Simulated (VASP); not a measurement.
# CoSn (P6/mmm) in VASP: further runs, part 2 of 2

VASP 6.6.1. The steps go on from the part before.

## Step 3: Single point, r2SCAN

Contents of POSCAR:

```
CoSn
1.0
    5.2430973773      0.0000000000      0.0000000000
   -2.6215486886      4.5406555232      0.0000000000
    0.0000000000      0.0000000000      4.1840835631
Co Sn
3 3
Direct
    0.0000000000      0.5000000000      0.0000000000
    0.5000000000      0.5000000000      0.0000000000
    0.5000000000      0.0000000000      0.0000000000
    0.6666666667      0.3333333333      0.5000000000
    0.3333333333      0.6666666667      0.5000000000
    0.0000000000      0.0000000000      0.0000000000
```

Contents of INCAR.step1:

```
ALGO     = Normal         # electronic algorithm
EDIFF    = 1E-4           # SCF threshold, eV
ENCUT    = 520            # plane-wave cutoff, eV
GGA      = PE             # functional
ISMEAR   = 0              # smearing method
LASPH    = True           # aspherical terms in the spheres
LCHARG   = False          # write CHGCAR
LREAL    = False          # projectors in reciprocal space
LWAVE    = True           # write WAVECAR
NBANDS   = 44             # bands
NELM     = 100            # most SCF steps
PREC     = Accurate       # precision mode
SIGMA    = 0.1            # smearing width, eV
```

Contents of INCAR.step2:

```
ALGO     = Normal         # electronic algorithm
EDIFF    = 1E-6           # SCF threshold, eV
ENCUT    = 520            # plane-wave cutoff, eV
ISIF     = 2              # what is computed and relaxed
ISMEAR   = 0              # smearing method
ISTART   = 1            
LASPH    = True           # aspherical terms in the spheres
LCHARG   = False          # write CHGCAR
LMIXTAU  = True         
LREAL    = False          # projectors in reciprocal space
LWAVE    = False          # write WAVECAR
METAGGA  = R2SCAN         # meta-GGA
NBANDS   = 44             # bands
NELM     = 100            # most SCF steps
PREC     = Accurate       # precision mode
SIGMA    = 0.1            # smearing width, eV
```

Contents of KPOINTS:

```
k-points
0
Gamma
  9 9 8
```

Potentials or basis: VASP PAW PBE potentials, release 64 (Co, Sn_d).

The run is started by

```
> cat potpaw_PBE.64/Co/POTCAR potpaw_PBE.64/Sn_d/POTCAR > POTCAR
> cp INCAR.step1 INCAR
> mpirun -np 1 vasp_std > vasp.out
> cp INCAR.step2 INCAR
> mpirun -np 1 vasp_std > vasp.out
```

OUTCAR:

```text
EDIFF = 1E-6
   ENCUT = 520
   ISIF = 2
   ISMEAR = 0
   ISTART = 1
   LASPH = True
   LREAL = False
   METAGGA = R2SCAN
   NELM = 100
   PREC = Accurate

 ion  position               nearest neighbor table
   1  0.000  0.500  0.000-   4 2.58   5 2.58   4 2.58   5 2.58   6 2.62   6 2.62   3 2.62   3 2.62
                             2 2.62   2 2.62
   2  0.500  0.500  0.000-   4 2.58   5 2.58   4 2.58   5 2.58   3 2.62   3 2.62   6 2.62   6 2.62
                             1 2.62   1 2.62
   3  0.500  0.000  0.000-   4 2.58   5 2.58   4 2.58   5 2.58   2 2.62   2 2.62   1 2.62   1 2.62
                             6 2.62   6 2.62
   4  0.667  0.333  0.500-   3 2.58   3 2.58   1 2.58   1 2.58   2 2.58   2 2.58   5 3.03   5 3.03
                             5 3.03   6 3.68   6 3.68   6 3.68   6 3.68   6 3.68   6 3.68
   5  0.333  0.667  0.500-   3 2.58   3 2.58   1 2.58   1 2.58   2 2.58   2 2.58   4 3.03   4 3.03
                             4 3.03   6 3.68   6 3.68   6 3.68   6 3.68   6 3.68   6 3.68
   6  0.000  0.000  0.000-   1 2.62   1 2.62   2 2.62   2 2.62   3 2.62   3 2.62   5 3.68   4 3.68
                             5 3.68   4 3.68   4 3.68   4 3.68   5 3.68   5 3.68   4 3.68   5 3.68

  LATTYP: Found a hexagonal cell.
 ALAT       =     5.2430973773
 C/A-ratio  =     0.7980175194

  Lattice vectors:

 A1 = (   5.2430973773,   0.0000000000,   0.0000000000)
 A2 = (  -2.6215486886,   4.5406555232,   0.0000000000)
 A3 = (   0.0000000000,   0.0000000000,   4.1840835631)

Analysis of symmetry for initial positions (statically):
=====================================================================
 Subroutine PRICEL returns:
 Original cell was already a primitive cell.

 Routine SETGRP: Setting up the symmetry group for a
 hexagonal supercell.

 Subroutine GETGRP returns: Found 24 space group operations
 (whereof 24 operations were pure point group operations)
 out of a pool of 24 trial point group operations.

The static configuration has the point symmetry D_6h.

[... 136 lines left out ...]
   EFERMI_NEDOS =   21; number of points for ismear=-14 and -15
   IALGO  =     38    algorithm
   IMIX   =      4    mixing-type and parameters
     AMIX     =   0.40;   BMIX     =  1.00
     AMIX_MAG =   1.60;   BMIX_MAG =  1.00
  volume/ion in A,a.u.               =      16.60       112.03
  Fermi-wavevector in a.u.,A,eV,Ry     =   1.448513  2.737292 28.547588  2.098189
  Thomas-Fermi vector in A             =   2.566345
   LORBIT       =      0    0 simple, 1 ext, 2 COOP (PROOUT), +10 PAW based schemes
   METAGGA = R2SCAN    functional components
   LHFCALC =     F    Hartree Fock is set to
   AEXX    =    0.0000 exact exchange contribution
   IVDW    =     0    specifies the selected vdW correction
   LEPSILON=     F    determine dielectric tensor
   LRPA    =     F    only Hartree local field effects (RPA)
 non-spin polarized calculation
 Gauss-broadening in eV      SIGMA  =   0.10
  energy-cutoff  :      520.00
  volume of cell :       99.61
 maximum number of plane-waves:      2703
 NGX is ok and might be reduce to    40
   NGX = 19   NGY = 19   NGZ = 15

 number of electron      69.0000005 magnetization

 Free energy of the ion-electron system (eV)
  ---------------------------------------------------
  ext. energy  EPLUGINS =         0.00000000
  ---------------------------------------------------
  free energy    TOTEN  =      -113.67161473 eV

  energy without entropy =     -113.66308396  energy(sigma->0) =     -113.66734934

 E-fermi :  10.0669     XC(G=0): -12.9055

 val. band max:       10.0517294232   @ k =   0.3333   0.0000   0.1250
 cond. band min:      10.0833070118   @ k =   0.0000   0.0000   0.5000
 fundamental gap:      0.0315775885
 Fermi energy:        10.0669426193

 k-point     1 :       0.0000    0.0000    0.0000
  band No.  band energies     occupation
      1     -12.1552      2.00000
      2     -12.0274      2.00000
      3     -12.0274      2.00000
      4     -11.9665      2.00000
      5     -11.9664      2.00000
      6     -11.8779      2.00000
[... 1117 lines left out ...]
     43      17.1270      0.00000
     44      17.3198      0.00000

 [... further k-points ...]
[... 5 lines left out ...]
  --------------------------------------------------------------------------------------
  -------------------------------------------------------------------------------------
  Total        0.1791204      0.1791204      0.1287285      0.0000000      0.0000000      0.0000000
  in kB        2.8810368      2.8810368      2.0705155      0.0000000      0.0000000      0.0000000
  external PRESSURE =       2.6108631 kB  Pullay stress =       0.0000000 kB

 VOLUME and BASIS-vectors are now :
 -----------------------------------------------------------------------------
  energy-cutoff  :      520.00
  volume of cell :       99.61
      direct lattice vectors                 reciprocal lattice vectors
     5.243097377  0.000000000  0.000000000     0.190726955  0.110116259  0.000000000
    -2.621548689  4.540655523  0.000000000     0.000000000  0.220232518  0.000000000
     0.000000000  0.000000000  4.184083563     0.000000000  0.000000000  0.239000963

 POSITION                                       TOTAL-FORCE (eV/Angst)
 -----------------------------------------------------------------------------------
     -1.31077      2.27033      0.00000         0.000000      0.000000      0.000000
      1.31077      2.27033      0.00000         0.000000      0.000000      0.000000
      2.62155      0.00000      0.00000         0.000000      0.000000      0.000000
      2.62155      1.51355      2.09204        -0.000000     -0.000000      0.000000
     -0.00000      3.02710      2.09204        -0.000000      0.000000      0.000000
      0.00000      0.00000      0.00000         0.000000      0.000000      0.000000
 -----------------------------------------------------------------------------------
    total drift:                               -0.000000      0.000000     -0.000000

  FREE ENERGIE OF THE ION-ELECTRON SYSTEM (eV)
  ---------------------------------------------------
  free  energy   TOTEN  =      -113.6716147252 eV

  energy  without entropy=     -113.6630839561  energy(sigma->0) =     -113.66734934
```

OSZICAR.step1:

```text
N       E                     dE             d eps       ncg     rms          rms(c)
DAV:   1     0.696935878032E+03    0.69694E+03   -0.31465E+04  5292   0.251E+03
DAV:   2     0.728589116854E+02   -0.62408E+03   -0.60527E+03  5280   0.607E+02
DAV:   3    -0.303547794860E+02   -0.10321E+03   -0.10020E+03  5396   0.224E+02
DAV:   4    -0.356016527926E+02   -0.52469E+01   -0.52079E+01  6044   0.567E+01
DAV:   5    -0.357617413361E+02   -0.16009E+00   -0.16000E+00  7228   0.902E+00    0.147E+01
DAV:   6    -0.370244853525E+02   -0.12627E+01   -0.24625E+01  6080   0.498E+01    0.147E+01
DAV:   7    -0.334562638259E+02    0.35682E+01   -0.14089E+01  6008   0.384E+01    0.503E+00
DAV:   8    -0.332372484030E+02    0.21902E+00   -0.13280E+00  5784   0.834E+00    0.124E+00
DAV:   9    -0.332207513388E+02    0.16497E-01   -0.13866E-01  6100   0.405E+00    0.377E-01
DAV:  10    -0.332202130592E+02    0.53828E-03   -0.14046E-02  5908   0.995E-01    0.227E-01
DAV:  11    -0.332196466558E+02    0.56640E-03   -0.12188E-03  6468   0.319E-01    0.766E-02
DAV:  12    -0.332197115678E+02   -0.64912E-04   -0.20820E-04  4220   0.106E-01
   1 F= -.33219712E+02 E0= -.33213795E+02  d E =-.118322E-01
```

Wall time 11 min (1 thread of Intel Xeon Platinum 8488C (Sapphire Rapids), shared host); peak memory 0.36 GiB.

Results:

```yaml
Free_energy: -113.6716 eV
Pressure: 0.3 GPa
Band_gap_on_the_k_mesh: zero (an odd number of electrons rules out a gap without spin polarisation)
```

Stress tensor (GPa, compression positive):
```
0.29 0.00 0.00
0.00 0.29 0.00
0.00 0.00 0.21
```

Levels at points of the mesh, in eV from the Fermi level:
```csv
k point,band 32,band 33,band 34,band 35,band 36,band 37
"(0.00, 0.00, 0.00)",-0.49,-0.43,-0.43,0.70,0.77,1.55
"(0.00, 0.00, 0.50)",-0.58,-0.52,-0.52,-0.46,-0.46,0.02
```

Caveat: the PAW data sets were made with another functional, which shifts forces and pressure a little; spin-orbit coupling is left out, which moves the levels of the heavy elements; the run has no spin polarisation, though such a crystal can be magnetic.

The gap in the log of VASP goes by the Fermi energy; the results here count the filled bands.